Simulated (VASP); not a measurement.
# SrHfBr6 in VASP: a series of runs

Runs on SrHfBr6. Level: PBEsol. Tasks: single point.

Program: VASP 6.6.1. These are calculated values, not measurements. Logs are shortened: lines on timing, memory, paths and dates and some standing lists are left out, and cuts for length are marked.

### Step 1. The cell of the first run

The typed cell holds 8 atoms: a = 6.889 Å, b = 6.885 Å, c = 7.490 Å, α = 62.67°, β = 89.97°, γ = 59.96°.

### Step 2. Single point, PBEsol

INCAR reads:

```
SYSTEM = SrHfBr6
PREC = Accurate
ENCUT = 520
EDIFF = 1E-6
ISMEAR = -1
SIGMA = 0.03
LREAL = .False.
LASPH = .True.
NELM = 80
ALGO = Normal
ISIF = 2
LWAVE = .False.
LCHARG = .True.
GGA = PS
LELF = .True.
LVHAR = .True.
NBANDS = 41
```

KPOINTS reads:

```
regular mesh
0
Gamma
  4 4 4
  0 0 0
```

POSCAR reads:

```
SrHfBr6
1.0
    6.8883772127      0.0900544448     -0.0655332538
    3.3696755503      6.0029052204      0.1224713258
    0.0155148063      3.8040792158      6.4517503676
Sr Hf Br
1 1 6
Direct
    0.0000000000      0.0000000000      0.0000000000
    0.5000000000      0.0000000000      0.5000000000
    0.7170759275      0.8319996975      0.2665564492
    0.2829240725      0.1680003025      0.7334435508
    0.5490017606      0.5497518129      0.7329606912
    0.4509982394      0.4502481871      0.2670393088
    0.0989296429      0.1842844669      0.2667960371
    0.9010703571      0.8157155331      0.7332039629
```

Potentials or basis: VASP PAW PBE potentials, release 64 (Sr_sv, Hf_pv, Br).

The run is started by

```console
cat potpaw_PBE.64/Sr_sv/POTCAR potpaw_PBE.64/Hf_pv/POTCAR potpaw_PBE.64/Br/POTCAR > POTCAR
mpirun -np 1 vasp_std > vasp.out
```

OUTCAR:

```text
SYSTEM = SrHfBr6
   PREC = Accurate
   ENCUT = 520
   EDIFF = 1E-6
   ISMEAR = -1
   LREAL = .False.
   LASPH = .True.
   NELM = 80
   ISIF = 2
   GGA = PS

 ion  position               nearest neighbor table
   1  0.000  0.000  0.000-   3 3.04   4 3.04   5 3.04   6 3.04   8 3.04   7 3.04
   2  0.500  0.000  0.500-   5 2.60   6 2.60   3 2.60   4 2.60   7 2.60   8 2.60
   3  0.717  0.832  0.267-   2 2.60   1 3.04
   4  0.283  0.168  0.733-   2 2.60   1 3.04
   5  0.549  0.550  0.733-   2 2.60   1 3.04
   6  0.451  0.450  0.267-   2 2.60   1 3.04
   7  0.099  0.184  0.267-   2 2.60   1 3.04
   8  0.901  0.816  0.733-   2 2.60   1 3.04

  LATTYP: Found a triclinic cell.
 ALAT       =    12.2823795885
 B/A-ratio  =     0.5605671617
 C/A-ratio  =     0.6102079652
 COS(alpha) =     0.0003398339
 COS(beta)  =     0.3526467213
 COS(gamma) =     0.8405630298

  Lattice vectors:

 A1 = (  -3.3851903566,  -9.8069844362,  -6.5742216934)
 A2 = (  -3.3696755503,  -6.0029052204,  -0.1224713258)
 A3 = (  -3.5342164687,   2.1087715598,  -6.2637457880)

Analysis of symmetry for initial positions (statically):
=====================================================================
 Subroutine PRICEL returns:
 Original cell was already a primitive cell.

 Routine SETGRP: Setting up the symmetry group for a
 triclinic supercell.

 Subroutine GETGRP returns: Found  2 space group operations
 (whereof  2 operations were pure point group operations)
 out of a pool of  2 trial point group operations.

The static configuration has the point symmetry S_2 .

Analysis of symmetry for dynamics (positions and initial velocities):
=====================================================================
 Subroutine PRICEL returns:
 Original cell was already a primitive cell.

 Routine SETGRP: Setting up the symmetry group for a
 triclinic supercell.

 Subroutine GETGRP returns: Found  2 space group operations
 (whereof  2 operations were pure point group operations)
 out of a pool of  2 trial point group operations.

The dynamic configuration has the point symmetry S_2 .

 Subroutine INISYM returns: Found  2 space group operations
 (whereof  2 operations are pure point group operations),
 and found     1 'primitive' translations

----------------------------------------------------------------------------------------

                                     Primitive cell

  volume of cell :     260.7808

  direct lattice vectors                    reciprocal lattice vectors
     6.888377213  0.090054445 -0.065533254     0.146726094 -0.083358902  0.048797214
     3.369675550  6.002905220  0.122471326    -0.003183909  0.170423200 -0.100477222
     0.015514806  3.804079216  6.451750368     0.001550800 -0.004081797  0.157399676

  length of vectors
     6.889277541  6.885098665  7.489749141     0.175665652  0.197863278  0.157460230

  position of ions in fractional coordinates (direct lattice)
     0.000000000  0.000000000  0.000000000
     0.500000000  0.000000000  0.500000000
     0.717075927  0.831999698  0.266556449
     0.282924073  0.168000302  0.733443551
     0.549001761  0.549751813  0.732960691
     0.450998239  0.450248187  0.267039309
     0.098929643  0.184284467  0.266796037
     0.901070357  0.815715533  0.733203963

  ion indices of the primitive-cell ions
   primitive index   ion index
                 1           1
                 2           2
                 3           3
                 4           4
                 5           5
                 6           6
                 7           7
                 8           8

----------------------------------------------------------------------------------------

 KPOINTS: regular mesh

Automatic generation of k-mesh.
 Grid dimensions read from file:
 generate k-points for:    4    4    4

 Generating k-lattice:

  Cartesian coordinates                     Fractional coordinates (reciprocal lattice)
     0.036681523 -0.020839726  0.012199303     0.250000000  0.000000000 -0.000000000
    -0.000795977  0.042605800 -0.025119306     0.000000000  0.250000000  0.000000000
     0.000387700 -0.001020449  0.039349919     0.000000000  0.000000000  0.250000000

  Length of vectors
     0.043916413  0.049465819  0.039365058

  Shift w.r.t. Gamma in fractional coordinates (k-lattice)
     0.000000000  0.000000000  0.000000000

 Subroutine IBZKPT returns following result:
 ===========================================

 Found     36 irreducible k-points:

 Following reciprocal coordinates:
            Coordinates               Weight
  0.000000  0.000000  0.000000      1.000000
  0.250000 -0.000000  0.000000      2.000000
  0.500000 -0.000000  0.000000      1.000000
  0.000000  0.250000  0.000000      2.000000
  0.250000  0.250000  0.000000      2.000000
  0.500000  0.250000  0.000000      2.000000
[... 16 lines left out ...]
 -0.000000 -0.250000  0.250000      2.000000
  0.250000 -0.250000  0.250000      2.000000
 [... further k-points ...]
   k-points           NKPTS =     36   k-points in BZ     NKDIM =     36   number of bands    NBANDS=     41
   number of dos      NEDOS =    301   number of ions     NIONS =      8
   total plane-waves  NPLWV = 163296
   dimension x,y,z NGX =    54 NGY =   54 NGZ =   56
   dimension x,y,z NGXF=   108 NGYF=  108 NGZF=  112
   ions per type =               1   1   6
   NGX,Y,Z   is equivalent  to a cutoff of  13.03, 13.04, 12.43 a.u.
   NGXF,Y,Z  is equivalent  to a cutoff of  26.06, 26.08, 24.86 a.u.
 SYSTEM =  SrHfBr6
   PREC   = accura    normal or accurate (medium, high low for compatibility)
   ISTART =      0    job   : 0-new  1-cont  2-samecut
   ICHARG =      2    charge: 1-file 2-atom 10-const
   ISPIN  =      1    spin polarized calculation?
   LNONCOLLINEAR =      F non collinear calculations
   LSORBIT =      F    spin-orbit coupling
   LASPH  =      T    aspherical Exc in radial PAW
   ENCUT  =  520.0 eV  38.22 Ry    6.18 a.u.  12.81 12.80 13.93*2*pi/ulx,y,z
   NELM   =     80;   NELMIN=  2; NELMDL= -5     # of ELM steps
   EDIFF  = 0.1E-05   stopping-criterion for ELM
   LREAL  =      F    real-space projection
   EDIFFG = 0.1E-04   stopping-criterion for IOM
   NSW    =      0    number of steps for IOM
   IBRION =     -1    ionic relax: 0-MD 1-quasi-New 2-CG
   NFREE  =      0    steps in history (QN), initial steepest desc. (CG)
   ISIF   =      2    stress and relaxation
   ISYM   =      2    0-nonsym 1-usesym 2-fastsym
   POTIM  = 0.5000    time-step for ionic-motion
   TEBEG  =    0.0;   TEEND  =   0.0 temperature during run
   PSTRESS=    0.0 pullay stress
   NELECT =      62.0000    total number of electrons
   NUPDOWN=      -1.0000    fix difference up-down
   EMIN   =  10.00;   EMAX   =-10.00  energy-range for DOS
   EFERMI =   0.00;   METHOD = LEGACY
   ISMEAR =    -1;   SIGMA  =   0.03  broadening in eV -4-tet -1-fermi 0-gaus
   EFERMI_NEDOS =   21; number of points for ismear=-14 and -15
   IALGO  =     38    algorithm
   IMIX   =      4    mixing-type and parameters
     AMIX     =   0.40;   BMIX     =  1.00
     AMIX_MAG =   1.60;   BMIX_MAG =  1.00
  volume/ion in A,a.u.               =      32.60       219.98
  Fermi-wavevector in a.u.,A,eV,Ry     =   1.014176  1.916515 13.994323  1.028554
  Thomas-Fermi vector in A             =   2.147389
   LORBIT       =      0    0 simple, 1 ext, 2 COOP (PROOUT), +10 PAW based schemes
   GGA     = PS    functional components
   LHFCALC =     F    Hartree Fock is set to
   AEXX    =    0.0000 exact exchange contribution
   IVDW    =     0    specifies the selected vdW correction
   LEPSILON=     F    determine dielectric tensor
   LRPA    =     F    only Hartree local field effects (RPA)
 non-spin polarized calculation
  energy-cutoff  :      520.00
  volume of cell :      260.78
 maximum number of plane-waves:      7056
 NGX is ok and might be reduce to    54
   NGX = 25   NGY = 25   NGZ = 27

 number of electron      62.0000004 magnetization

 Free energy of the ion-electron system (eV)
  ---------------------------------------------------
  ext. energy  EPLUGINS =         0.00000000
  ---------------------------------------------------
  free energy    TOTEN  =       -36.51426226 eV

  energy without entropy =      -36.51426226  energy(sigma->0) =      -36.51426226

 E-fermi :   0.4072     XC(G=0):  -8.3580

 val. band max:       -0.2906152046   @ k =   0.0000   0.0000   0.0000
 cond. band min:       2.8442478771   @ k =   0.5000   0.5000   0.5000
 fundamental gap:      3.1348630817
 Fermi energy:         0.4071844158

 k-point     1 :       0.0000    0.0000    0.0000
  band No.  band energies     occupation
      1     -33.9476      2.00000
      2     -30.7279      2.00000
      3     -30.7279      2.00000
      4     -30.7061      2.00000
      5     -16.0622      2.00000
      6     -16.0619      2.00000
[... 33 lines left out ...]
     40       6.6170      0.00000
     41       6.6178      0.00000

 k-point     2 :       0.2500   -0.0000    0.0000
  band No.  band energies     occupation
      1     -33.9476      2.00000
      2     -30.7279      2.00000
      3     -30.7279      2.00000
      4     -30.7061      2.00000
      5     -16.0696      2.00000
      6     -16.0639      2.00000
[... 33 lines left out ...]
     40       6.2628      0.00000
     41       6.9782      0.00000

 k-point     3 :       0.5000   -0.0000    0.0000
  band No.  band energies     occupation
      1     -33.9476      2.00000
      2     -30.7279      2.00000
      3     -30.7279      2.00000
      4     -30.7061      2.00000
      5     -16.0770      2.00000
      6     -16.0658      2.00000
[... 33 lines left out ...]
     40       6.3343      0.00000
     41       6.5661      0.00000

 k-point     4 :       0.0000    0.2500    0.0000
  band No.  band energies     occupation
      1     -33.9476      2.00000
      2     -30.7279      2.00000
      3     -30.7279      2.00000
      4     -30.7061      2.00000
      5     -16.0680      2.00000
      6     -16.0643      2.00000
[... 825 lines left out ...]
     40       6.5167      0.00000
     41       6.6279      0.00000

 k-point    23 :      -0.0000   -0.2500    0.2500
  band No.  band energies     occupation
      1     -33.9476      2.00000
      2     -30.7279      2.00000
      3     -30.7279      2.00000
      4     -30.7061      2.00000
      5     -16.0670      2.00000
      6     -16.0648      2.00000
[... 33 lines left out ...]
     40       6.3271      0.00000
     41       7.0235      0.00000

 k-point    24 :       0.2500   -0.2500    0.2500
  band No.  band energies     occupation
      1     -33.9476      2.00000
      2     -30.7279      2.00000
      3     -30.7279      2.00000
      4     -30.7061      2.00000
      5     -16.0699      2.00000
      6     -16.0682      2.00000
[... 33 lines left out ...]
     40       6.5167      0.00000
     41       6.6260      0.00000

 [... further k-points ...]

------------------------ aborting loop because EDIFF is reached ----------------------------------------

  FORCE on cell =-STRESS in cart. coord.  units (eV):
  Direction    XX          YY          ZZ          XY          YZ          ZX
  --------------------------------------------------------------------------------------
  -------------------------------------------------------------------------------------
  Total       -0.1509407     -0.1406117     -0.1660631     -0.0025450     -0.0007422     -0.0091092
  in kB       -0.9273447     -0.8638860     -1.0202536     -0.0156361     -0.0045599     -0.0559648
  external PRESSURE =      -0.9371614 kB  Pullay stress =       0.0000000 kB

 VOLUME and BASIS-vectors are now :
 -----------------------------------------------------------------------------
  energy-cutoff  :      520.00
  volume of cell :      260.78
      direct lattice vectors                 reciprocal lattice vectors
     6.888377213  0.090054445 -0.065533254     0.146726094 -0.083358902  0.048797214
     3.369675550  6.002905220  0.122471326    -0.003183909  0.170423200 -0.100477222
     0.015514806  3.804079216  6.451750368     0.001550800 -0.004081797  0.157399676

 POSITION                                       TOTAL-FORCE (eV/Angst)
 -----------------------------------------------------------------------------------
      0.00000      0.00000      0.00000        -0.000000      0.000000      0.000000
      3.45195      1.94707      3.19311        -0.000000      0.000000      0.000000
      7.74719      6.07299      1.77466        -0.025407      0.030890      0.035308
      2.52637      3.82405      4.73403         0.025407     -0.030890     -0.035308
      5.64559      6.13779      4.76023         0.014804      0.038272     -0.030573
      4.62798      3.75925      1.74846        -0.014804     -0.038272      0.030573
      1.30658      2.13006      1.73739         0.040577      0.004571      0.033217
      8.96698      7.76697      4.77130        -0.040577     -0.004571     -0.033217
 -----------------------------------------------------------------------------------
    total drift:                                0.000000     -0.000000     -0.000000

  FREE ENERGIE OF THE ION-ELECTRON SYSTEM (eV)
  ---------------------------------------------------
  free  energy   TOTEN  =       -36.5142622595 eV

  energy  without entropy=      -36.5142622595  energy(sigma->0) =      -36.51426226
```

Run time: 8.2 min. Hardware: 1 thread of Intel Xeon Platinum 8488C (Sapphire Rapids), shared host; peak memory 0.62 GiB.

Results:

- Free energy: -36.5143 eV
- Pressure: -0.1 GPa
- Largest force: 0.053 eV/Å
- Band gap on the k mesh: 3.13 eV (least direct gap 3.19 eV)

Forces in eV/Å, atoms in the order of the input:
```
Sr   0.000  0.000  0.000
Hf   0.000  0.000  0.000
Br  -0.025  0.031  0.035
Br   0.025 -0.031 -0.035
Br   0.015  0.038 -0.031
Br  -0.015 -0.038  0.031
Br   0.041  0.005  0.033
Br  -0.041 -0.005 -0.033
```

Levels at points of the mesh, in eV from the valence-band top:
| k point | band 29 | band 30 | band 31 | band 32 | band 33 | band 34 |
| --- | --- | --- | --- | --- | --- | --- |
| (0.00, 0.00, 0.00) | -0.08 | -0.08 | 0.00 | 3.19 | 3.26 | 3.26 |
| (0.50, 0.00, 0.00) | -0.26 | -0.17 | -0.09 | 3.24 | 3.38 | 3.65 |
| (0.00, 0.50, 0.00) | -0.38 | -0.22 | -0.20 | 3.13 | 3.21 | 3.50 |
| (0.50, 0.50, 0.00) | -0.26 | -0.17 | -0.09 | 3.23 | 3.38 | 3.65 |
| (0.00, 0.00, 0.50) | -0.25 | -0.12 | -0.11 | 3.41 | 3.53 | 3.53 |
| (0.50, 0.00, 0.50) | -0.38 | -0.22 | -0.20 | 3.14 | 3.21 | 3.50 |
| (0.00, 0.50, 0.50) | -0.26 | -0.17 | -0.09 | 3.23 | 3.38 | 3.65 |
| (0.50, 0.50, 0.50) | -0.38 | -0.22 | -0.20 | 3.13 | 3.21 | 3.50 |

Caveat: the PAW data sets were made with another functional, which shifts forces and pressure a little; spin-orbit coupling is left out, which moves the levels of the heavy elements.

(Continued in part 2 of 2.)
